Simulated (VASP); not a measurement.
Input of a VASP 6.6.1 run:

Contents of INCAR:

```
  PREC = Accurate
  ENCUT = 520
  EDIFF = 1E-6
  ISMEAR = -1
  SIGMA = 0.05
  LREAL = F
  LASPH = T
  NELM = 150
  ALGO = Normal
  ISIF = 2
  LWAVE = F
  LCHARG = T
  ISPIN = 2
  MAGMOM = 0 2 0 0
  LORBIT = 11
  LMAXMIX = 4
  GGA = PE
  LELF = T
  LVHAR = T
  NBANDS = 29
```

The input KPOINTS:

```
Automatic mesh
0
Gamma
  9 9 6
```

Contents of POSCAR:

```
TaVN2
1.0
    2.9876073466      0.0000000000      0.0000000000
    0.0000000000      2.9876073466      0.0000000000
    0.0000000000      0.0000000000      4.2083626574
Ta V N
1 1 2
Direct
    0.0000000000      0.0000000000      0.0000000000
    0.5000000000      0.5000000000      0.5000000000
    0.5000000000      0.5000000000      0.0000000000
    0.0000000000      0.0000000000      0.5000000000
```

Potentials or basis: VASP PAW PBE potentials, release 64 (Ta_pv, V_sv, N).

Launch:

```console
$ cat potpaw_PBE.64/Ta_pv/POTCAR potpaw_PBE.64/V_sv/POTCAR potpaw_PBE.64/N/POTCAR > POTCAR
$ mpirun -np 1 vasp_std > vasp.out
```

Question: What does it give for the pressure?

Answer: 19.5 GPa.

Question: Estimate the net moment.

Answer: 0.00 μB per cell.

Question: Estimate the band gap on the k mesh.

Answer: Zero (filled and empty bands overlap).

Stress tensor (GPa, compression positive):
```
20.34  0.00  0.00
 0.00 20.34  0.00
 0.00  0.00 17.90
```

Caveat: the cell stands under pressure; spin-orbit coupling is left out, which moves the levels of the heavy elements. With open d or f shells a metallic result of PBE can be an artefact of self-interaction; +U or a hybrid may open a gap.
